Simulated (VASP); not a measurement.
Wanted: the native input for a VASP 6.6.1 run.

```
Task                   : single point
Functional             : r2SCAN
Potentials or basis    : VASP PAW PBE potentials, release 64 (Ru_pv, Al)
Cutoff                 : 520 eV
k mesh                 : 14 × 10 × 10
Occupations            : fermi-dirac, width 0.05 eV
Spin                   : no spin polarisation
Dipole correction      : no
Further INCAR settings : ALGO = Normal; EDIFF = 1e-06; NBANDS = 25
```

Crystal: AlRu (CsCl type).

```
CELL_PARAMETERS angstrom
0.00000 0.00000 2.98202
2.98202 -2.98202 0.00000
2.98202 2.98202 0.00000
ATOMIC_POSITIONS crystal
Ru 0.00000 0.00000 0.00000
Ru 0.00000 0.50000 0.50000
Al 0.50000 0.50000 0.00000
Al 0.50000 0.00000 0.50000
```

These files were run (other wordings do the same):

POSCAR

```
AlRu
1.0
    0.0000000000      0.0000000000      2.9820244748
    2.9820244748     -2.9820244748      0.0000000000
    2.9820244748      2.9820244748      0.0000000000
Ru Al
2 2
Direct
    0.0000000000      0.0000000000      0.0000000000
    0.0000000000      0.5000000000      0.5000000000
    0.5000000000      0.5000000000      0.0000000000
    0.5000000000      0.0000000000      0.5000000000
```

INCAR.step1

```
PREC = Accurate
ENCUT = 520
ISMEAR = -1
SIGMA = 0.05
LREAL = False
LASPH = True
NELM = 80
NBANDS = 25
GGA = PE
ALGO = Normal
EDIFF = 1E-4
LWAVE = True
LCHARG = False
```

INCAR.step2

```
PREC = Accurate
ENCUT = 520
EDIFF = 1E-6
ISMEAR = -1
SIGMA = 0.05
LREAL = False
LASPH = True
NELM = 80
ALGO = Normal
ISIF = 2
LWAVE = False
LCHARG = True
METAGGA = R2SCAN
LMIXTAU = True
LELF = True
LVHAR = True
NBANDS = 25
ISTART = 1
```

KPOINTS

```
regular mesh
0
Gamma
  14 10 10
```

Potentials or basis: VASP PAW PBE potentials, release 64 (Ru_pv, Al).

Command:

```sh
$ cat potpaw_PBE.64/Ru_pv/POTCAR potpaw_PBE.64/Al/POTCAR > POTCAR
$ cp INCAR.step1 INCAR
$ mpirun -np 1 vasp_std > vasp.out
$ cp INCAR.step2 INCAR
$ mpirun -np 1 vasp_std > vasp.out
```

It gave:

* Pressure: 0.2 GPa
* Band gap on the k mesh: zero (bands 17 and 18 overlap by 3.11 eV)

Caveat: the PAW data sets were made with another functional, which shifts forces and pressure a little.

It took 12 min on 1 thread of Intel Xeon 8259CL, with other jobs on the host, peak memory 0.31 GiB.
